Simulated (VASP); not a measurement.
A run of VASP 6.6.1 is set up as follows.

INCAR

```
SYSTEM = HfN
PREC = Accurate
ENCUT = 520
EDIFF = 1E-6
ISMEAR = -1
SIGMA = 0.05
LREAL = .FALSE.
LASPH = .TRUE.
NELM = 60
ALGO = Normal
ISIF = 2
LWAVE = .FALSE.
LCHARG = .FALSE.
GGA = PE
NBANDS = 14
```

File KPOINTS:

```
regular mesh
0
G
  18 18 18
  0 0 0
```

The input POSCAR:

```
HfN
1.0
    0.0000000000      2.2128850196      2.2128850196
    2.2128850196      0.0000000000      2.2128850196
    2.2128850196      2.2128850196      0.0000000000
Hf N
1 1
Direct
    0.0000000000      0.0000000000      0.0000000000
    0.5000000000      0.5000000000      0.5000000000
```

Potentials or basis: VASP PAW PBE potentials, release 64 (Hf_pv, N).

Run with:

```bash
$ cat potpaw_PBE.64/Hf_pv/POTCAR potpaw_PBE.64/N/POTCAR > POTCAR
$ mpirun -np 1 vasp_std > vasp.out
```

**Question.** What does it give for the pressure?

**Answer.** 23.0 GPa.
